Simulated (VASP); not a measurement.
# VH2 (R3m) in VASP: electric field gradients with LDA

Aim: the electric field gradients of VH2 with LDA.

Program: VASP 6.6.1. These are calculated values, not measurements. Logs are shortened: lines on timing, memory, paths and dates and some standing lists are left out, and cuts for length are marked.

## (1) The cell of the first run

It takes space group R3m (No. 160, trigonal). Conventional cell: a = 3.020 Å, b = 3.020 Å, c = 7.398 Å, α = 90.00°, β = 90.00°, γ = 120.00°. Within 2.3 Å of V (site symmetry 3m) lie 8 H at 1.74 to 2.07 Å. Within 2.4 Å of H (site symmetry 3m) lie 4 V at 1.79 to 2.07 Å and 6 H at 2.07 to 2.20 Å. H (site symmetry 3m) has 4 V at 1.74 to 1.89 Å and 6 H at 2.07 to 2.20 Å within 2.3 Å.

## (2) Electric field gradients, LDA, collinear spin, ferromagnetic start (shortest bond scaled by 1.12)

INCAR reads:

```
  PREC = Accurate
  ENCUT = 520
  EDIFF = 1E-8
  ISMEAR = -1
  SIGMA = 0.05
  LREAL = F
  LASPH = T
  NELM = 150
  ALGO = Normal
  ISIF = 2
  LWAVE = F
  LCHARG = F
  ISPIN = 2
  MAGMOM = 1.5 0 0
  LORBIT = 11
  LMAXMIX = 4
  LEFG = T
  NBANDS = 18
```

KPOINTS reads:

```
Automatic mesh
0
Gamma
  11 11 11
```

POSCAR reads:

```
VH2
1.0
    0.0000000000      2.1355000000      2.1355000000
    2.1355000000      0.0000000000      2.1355000000
    2.1355000000      2.1355000000      0.0000000000
V H
1 2
Direct
    0.0450000000     -0.0150000000     -0.0150000000
    0.2050000000      0.2650000000      0.2650000000
    0.7500000000      0.7500000000      0.7500000000
```

Potentials or basis: VASP PAW LDA potentials, release 64 (V_sv, H).

Command:

```console
> cat potpaw_LDA.64/V_sv/POTCAR potpaw_LDA.64/H/POTCAR > POTCAR
> mpirun -np 1 vasp_std > vasp.out
```

OUTCAR:

```text
PREC = Accurate
   ENCUT = 520
   EDIFF = 1E-8
   ISMEAR = -1
   LREAL = F
   LASPH = T
   NELM = 150
   ISIF = 2
   ISPIN = 2
   LORBIT = 11

 ion  position               nearest neighbor table
   1  0.045  0.985  0.985-   3 1.74   2 1.79   2 1.79   2 1.79   3 1.89   3 1.89   3 1.89
   2  0.205  0.265  0.265-   1 1.79   1 1.79   1 1.79
   3  0.750  0.750  0.750-   1 1.74   1 1.89   1 1.89   1 1.89

  LATTYP: Found a face centered cubic cell.
 ALAT       =     4.2710000000

  Lattice vectors:

 A1 = (   0.0000000000,   2.1355000000,   2.1355000000)
 A2 = (   2.1355000000,   0.0000000000,   2.1355000000)
 A3 = (   2.1355000000,   2.1355000000,   0.0000000000)

Analysis of symmetry for initial positions (statically):
=====================================================================
 Subroutine PRICEL returns:
 Original cell was already a primitive cell.

 Routine SETGRP: Setting up the symmetry group for a
 face centered cubic supercell.

 Subroutine GETGRP returns: Found  6 space group operations
 (whereof  6 operations were pure point group operations)
 out of a pool of 48 trial point group operations.

The static configuration has the point symmetry C_3v.

Analysis of symmetry for dynamics (positions and initial velocities):
=====================================================================
 Subroutine PRICEL returns:
 Original cell was already a primitive cell.

 Routine SETGRP: Setting up the symmetry group for a
 face centered cubic supercell.

 Subroutine GETGRP returns: Found  6 space group operations
 (whereof  6 operations were pure point group operations)
 out of a pool of 48 trial point group operations.

The dynamic configuration has the point symmetry C_3v.

Analysis of structural, dynamic, and magnetic symmetry:
=====================================================================
 Subroutine PRICEL returns:
 Original cell was already a primitive cell.

 Routine SETGRP: Setting up the symmetry group for a
 face centered cubic supercell.

 Subroutine GETGRP returns: Found  6 space group operations
 (whereof  6 operations were pure point group operations)
 out of a pool of 48 trial point group operations.

The overall configuration has the point symmetry C_3v.

 Subroutine INISYM returns: Found  6 space group operations
 (whereof  6 operations are pure point group operations),
 and found     1 'primitive' translations

----------------------------------------------------------------------------------------

                                     Primitive cell

  volume of cell :      19.4773

  direct lattice vectors                    reciprocal lattice vectors
     0.000000000  2.135500000  2.135500000    -0.234137204  0.234137204  0.234137204
     2.135500000  0.000000000  2.135500000     0.234137204 -0.234137204  0.234137204
     2.135500000  2.135500000  0.000000000     0.234137204  0.234137204 -0.234137204

  length of vectors
     3.020053062  3.020053062  3.020053062     0.405537534  0.405537534  0.405537534

  position of ions in fractional coordinates (direct lattice)
     0.045000000  0.985000000  0.985000000
     0.205000000  0.265000000  0.265000000
     0.750000000  0.750000000  0.750000000

  ion indices of the primitive-cell ions
   primitive index   ion index
                 1           1
                 2           2
                 3           3

----------------------------------------------------------------------------------------

 KPOINTS: Automatic mesh

Automatic generation of k-mesh.
 Grid dimensions read from file:
 generate k-points for:   11   11   11

 Generating k-lattice:

  Cartesian coordinates                     Fractional coordinates (reciprocal lattice)
    -0.021285200  0.021285200  0.021285200     0.090909091  0.000000000  0.000000000
     0.021285200 -0.021285200  0.021285200     0.000000000  0.090909091  0.000000000
     0.021285200  0.021285200 -0.021285200     0.000000000  0.000000000  0.090909091

  Length of vectors
     0.036867049  0.036867049  0.036867049

  Shift w.r.t. Gamma in fractional coordinates (k-lattice)
     0.000000000  0.000000000  0.000000000

 Subroutine IBZKPT returns following result:
 ===========================================

 Found    146 irreducible k-points:

 Following reciprocal coordinates:
            Coordinates               Weight
  0.000000  0.000000  0.000000      1.000000
  0.090909  0.000000  0.000000      2.000000
  0.000000  0.090909  0.000000      6.000000
  0.181818  0.000000  0.000000      2.000000
  0.000000  0.181818  0.000000      6.000000
  0.272727  0.000000  0.000000      2.000000
[... 16 lines left out ...]
  0.000000  0.454545  0.090909     12.000000
  0.090909  0.000000  0.454545      6.000000
 [... further k-points ...]
   k-points           NKPTS =    146   k-points in BZ     NKDIM =    146   number of bands    NBANDS=     18
   number of dos      NEDOS =    301   number of ions     NIONS =      3
   total plane-waves  NPLWV =  13824
   dimension x,y,z NGX =    24 NGY =   24 NGZ =   24
   dimension x,y,z NGXF=    48 NGYF=   48 NGZF=   48
   ions per type =               1   2
   NGX,Y,Z   is equivalent  to a cutoff of  13.21, 13.21, 13.21 a.u.
   NGXF,Y,Z  is equivalent  to a cutoff of  26.42, 26.42, 26.42 a.u.
 SYSTEM =  unknown system
   PREC   = accura    normal or accurate (medium, high low for compatibility)
   ISTART =      0    job   : 0-new  1-cont  2-samecut
   ICHARG =      2    charge: 1-file 2-atom 10-const
   ISPIN  =      2    spin polarized calculation?
   LNONCOLLINEAR =      F non collinear calculations
   LSORBIT =      F    spin-orbit coupling
   LASPH  =      T    aspherical Exc in radial PAW
   ENCUT  =  520.0 eV  38.22 Ry    6.18 a.u.   5.62  5.62  5.62*2*pi/ulx,y,z
   NELM   =    150;   NELMIN=  2; NELMDL= -5     # of ELM steps
   EDIFF  = 0.1E-07   stopping-criterion for ELM
   LREAL  =      F    real-space projection
   EDIFFG = 0.1E-06   stopping-criterion for IOM
   NSW    =      0    number of steps for IOM
   IBRION =     -1    ionic relax: 0-MD 1-quasi-New 2-CG
   NFREE  =      0    steps in history (QN), initial steepest desc. (CG)
   ISIF   =      2    stress and relaxation
   ISYM   =      2    0-nonsym 1-usesym 2-fastsym
   POTIM  = 0.5000    time-step for ionic-motion
   TEBEG  =    0.0;   TEEND  =   0.0 temperature during run
   PSTRESS=    0.0 pullay stress
   NELECT =      15.0000    total number of electrons
   NUPDOWN=      -1.0000    fix difference up-down
   EMIN   =  10.00;   EMAX   =-10.00  energy-range for DOS
   EFERMI =   0.00;   METHOD = LEGACY
   ISMEAR =    -1;   SIGMA  =   0.05  broadening in eV -4-tet -1-fermi 0-gaus
   EFERMI_NEDOS =   21; number of points for ismear=-14 and -15
   IALGO  =     38    algorithm
   IMIX   =      4    mixing-type and parameters
     AMIX     =   0.40;   BMIX     =  1.00
     AMIX_MAG =   1.60;   BMIX_MAG =  1.00
  volume/ion in A,a.u.               =       6.49        43.81
  Fermi-wavevector in a.u.,A,eV,Ry     =   1.500591  2.835706 30.637237  2.251773
  Thomas-Fermi vector in A             =   2.612072
   LORBIT       =     11    0 simple, 1 ext, 2 COOP (PROOUT), +10 PAW based schemes
   GGA     = CA    functional components
   LHFCALC =     F    Hartree Fock is set to
   AEXX    =    0.0000 exact exchange contribution
   IVDW    =     0    specifies the selected vdW correction
   LEPSILON=     F    determine dielectric tensor
   LRPA    =     F    only Hartree local field effects (RPA)
 spin polarized calculation
  energy-cutoff  :      520.00
  volume of cell :       19.48
 maximum number of plane-waves:       534
   NGX = 11   NGY = 11   NGZ = 11

 number of electron      14.9999999 magnetization       0.0004645

 number of electron      14.9999999 magnetization      -0.0001035

 Free energy of the ion-electron system (eV)
  ---------------------------------------------------
  ext. energy  EPLUGINS =         0.00000000
  ---------------------------------------------------
  free energy    TOTEN  =       -17.68560993 eV

  energy without entropy =      -17.67332879  energy(sigma->0) =      -17.67946936

 E-fermi :   7.8081     XC(G=0): -12.4137

 val. band max:        7.8018698794   @ k =   0.0909  -0.4545   0.2727
 cond. band min:       7.8092341056   @ k =   0.2727   0.1818  -0.3636
 fundamental gap:      0.0073642262
 Fermi energy:         7.8080832409

 spin component 1

 k-point     1 :       0.0000    0.0000    0.0000
  band No.  band energies     occupation
      1     -55.9638      1.00000
      2     -30.0863      1.00000
      3     -30.0863      1.00000
      4     -30.0774      1.00000
      5      -3.3516      1.00000
      6       6.2916      1.00000
[... 10 lines left out ...]
     17      27.2164      0.00000
     18      27.2164      0.00000
[... 463 lines left out ...]
 k-point    24 :       0.0909    0.0000    0.4545
  band No.  band energies     occupation
      1     -55.9145      1.00000
      2     -30.4024      1.00000
      3     -30.1364      1.00000
      4     -30.1342      1.00000
      5       0.1407      1.00000
      6       2.3939      1.00000
[... 10 lines left out ...]
     17      26.9293      0.00000
     18      33.4412      0.00000

 [... further k-points ...]

 spin component 2

 k-point     1 :       0.0000    0.0000    0.0000
  band No.  band energies     occupation
      1     -55.9639      1.00000
      2     -30.0863      1.00000
      3     -30.0863      1.00000
      4     -30.0775      1.00000
      5      -3.3516      1.00000
      6       6.2916      1.00000
[... 10 lines left out ...]
     17      27.2163      0.00000
     18      27.2163      0.00000
[... 463 lines left out ...]
 k-point    24 :       0.0909    0.0000    0.4545
  band No.  band energies     occupation
      1     -55.9146      1.00000
      2     -30.4024      1.00000
      3     -30.1365      1.00000
      4     -30.1343      1.00000
      5       0.1407      1.00000
      6       2.3939      1.00000
[... 10 lines left out ...]
     17      26.9293      0.00000
     18      33.4411      0.00000

 [... further k-points ...]

------------------------ aborting loop because EDIFF is reached ----------------------------------------

  FORCE on cell =-STRESS in cart. coord.  units (eV):
  Direction    XX          YY          ZZ          XY          YZ          ZX
  --------------------------------------------------------------------------------------
  -------------------------------------------------------------------------------------
  Total       -1.7069337     -1.7069337     -1.7069337      0.0042018     -0.0042018      0.0042018
  in kB     -140.4101554   -140.4101554   -140.4101554      0.3456356     -0.3456356      0.3456356
  external PRESSURE =    -140.4101554 kB  Pullay stress =       0.0000000 kB

 VOLUME and BASIS-vectors are now :
 -----------------------------------------------------------------------------
  energy-cutoff  :      520.00
  volume of cell :       19.48
      direct lattice vectors                 reciprocal lattice vectors
     0.000000000  2.135500000  2.135500000    -0.234137204  0.234137204  0.234137204
     2.135500000  0.000000000  2.135500000     0.234137204 -0.234137204  0.234137204
     2.135500000  2.135500000  0.000000000     0.234137204  0.234137204 -0.234137204

 POSITION                                       TOTAL-FORCE (eV/Angst)
 -----------------------------------------------------------------------------------
      4.20693      2.19957      2.19957         0.698939     -0.698939     -0.698939
      1.13182      1.00368      1.00368        -0.378218      0.378218      0.378218
      3.20325      3.20325      3.20325        -0.320721      0.320721      0.320721
 -----------------------------------------------------------------------------------
    total drift:                                0.000084     -0.000084     -0.000084

  FREE ENERGIE OF THE ION-ELECTRON SYSTEM (eV)
  ---------------------------------------------------
  free  energy   TOTEN  =       -17.6856099263 eV

  energy  without entropy=      -17.6733287882  energy(sigma->0) =      -17.67946936

 Electric field gradients (V/A^2)
---------------------------------------------------------------------
 ion       V_xx      V_yy      V_zz      V_xy      V_xz      V_yz
---------------------------------------------------------------------
   1      -0.000     0.000     0.000    -3.050    -3.050     3.046
   2      -0.000     0.000     0.000     2.925     2.925    -2.925
   3       0.000    -0.000    -0.000    -1.898    -1.898     1.899
---------------------------------------------------------------------

 Electric field gradients after diagonalization (V/A^2)
 (convention: |V_zz| > |V_xx| > |V_yy|)
----------------------------------------------------------------------
 ion       V_xx      V_yy      V_zz     asymmetry (V_yy - V_xx)/ V_zz
----------------------------------------------------------------------
   1      -3.051    -3.046     6.097       0.001
   2       2.925     2.925    -5.849       0.000
   3      -1.899    -1.897     3.796       0.000
----------------------------------------------------------------------

           NMR quadrupolar parameters

 Cq : quadrupolar parameter    Cq=e*Q*V_zz/h
 eta: asymmetry parameters     (V_yy - V_xx)/ V_zz
 Q  : nuclear electric quadrupole moment in mb (millibarn)
----------------------------------------------------------------------
 ion       Cq(MHz)       eta       Q (mb)
----------------------------------------------------------------------
   1       0.015       0.001       1.000
   2      -0.014       0.000       1.000
   3       0.009       0.000       1.000
----------------------------------------------------------------------

 total charge

# of ion       s       p       d       tot
------------------------------------------
    1        2.216   6.218   3.191  11.625
    2        0.562   0.027   0.000   0.589
    3        0.559   0.027   0.000   0.585
--------------------------------------------------
tot          3.337   6.271   3.191  12.799

 magnetization (x)

# of ion       s       p       d       tot
------------------------------------------
    1        0.000   0.000  -0.000  -0.000
    2       -0.000  -0.000   0.000  -0.000
    3       -0.000  -0.000   0.000  -0.000
--------------------------------------------------
tot         -0.000  -0.000  -0.000  -0.000
```

Run time: 28 s. Hardware: 1 thread of Intel Xeon 6975P-C (Granite Rapids), shared host; peak memory 0.19 GiB.

What came out:

* Free energy: -17.6856 eV
* Pressure: -14.0 GPa
* Largest force: 1.211 eV/Å
* Net moment: 0.00 μB per cell
* Valence electrons inside the program's atomic spheres: V 11.62; H 0.59, 0.58

Forces on the atoms (eV/Å):
```
V    0.699 -0.699 -0.699
H   -0.378  0.378  0.378
H   -0.321  0.321  0.321
```

Electric field gradients, principal values (V/Å²):
```tsv
atom	least	middle	greatest (by size)
1 V	-3.046	-3.051	6.097
2 H	2.925	2.925	-5.849
3 H	-1.897	-1.899	3.796
```

Caveat: the cell differs from its parent crystal (shortest bond scaled by 1.12); without QUAD_EFG the Cq values of the log hold for a quadrupole moment of 1 mb, not for the nuclei; forces of over 1 eV/Å act on the atoms, so gaps and moduli don't describe the material at rest.
